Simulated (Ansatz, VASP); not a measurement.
One calculation of Au, two programs

File INCAR:

```
PREC = Accurate
ENCUT = 520
EDIFF = 1E-7
ISMEAR = -1
SIGMA = 0.1
LREAL = F
LASPH = T
NELM = 60
ALGO = Normal
ISIF = 2
LWAVE = F
LCHARG = F
GGA = PE
NBANDS = 12
```

File KPOINTS:

```
regular mesh
0
Gamma
  14 14 14
```

The input POSCAR:

```
Au
1.0
    2.3176119145      0.0000000000      0.0000000000
    0.0000000000      2.3176119145      0.0000000000
    0.0000000000      0.0000000000      2.3176119145
Au
1
Direct
    0.0000000000      0.0000000000      0.0000000000
```

Input for Ansatz:

```yaml
crystal:
  lattice:
    - [2.3176119145, 0.0, 0.0]
    - [0.0, 2.3176119145, 0.0]
    - [0.0, 0.0, 2.3176119145]
  atoms:
    - { symbol: Au, position: [0.0, 0.0, 0.0] }
kpoints:
  mp_grid: { grid: [14, 14, 14] }
scf:
  occupations: { method: fermi_dirac, width: 0.1 }
hamiltonian:
  xc: pbe
  pseudopotentials: { kind: all_electron, lapw: { basis_error: 0.001 } }
output:
  forces: true
  stress: true
  eigenvalues: true
  populations: true
```

Change from the starting cell: volume scaled by 0.6, LAPW.

Alike in both runs: task single point; functional PBE; k mesh 14 × 14 × 14; occupations fermi-dirac, width 0.1 eV; no spin polarisation.

```csv
,VASP,Ansatz
version,VASP 6.6.1,Ansatz 0.2.0
potentials or method,"VASP PAW PBE potentials, release 64 (Au), cutoff 520 eV","all-electron LAPW, scalar-relativistic"
```

Ansatz gave:

| Property | Result |
| --- | --- |
| pressure (GPa) | 222.8 |

What did VASP give for the same quantities?

Pressure (GPa): 222.0.

Both programs put the cell under a high pressure, so it lies far from rest at this level. Ansatz ran all-electron here, and VASP with PAW potentials.

Neither program's run includes spin-orbit coupling. Noted on VASP's run: the cell as given lies far from equilibrium.
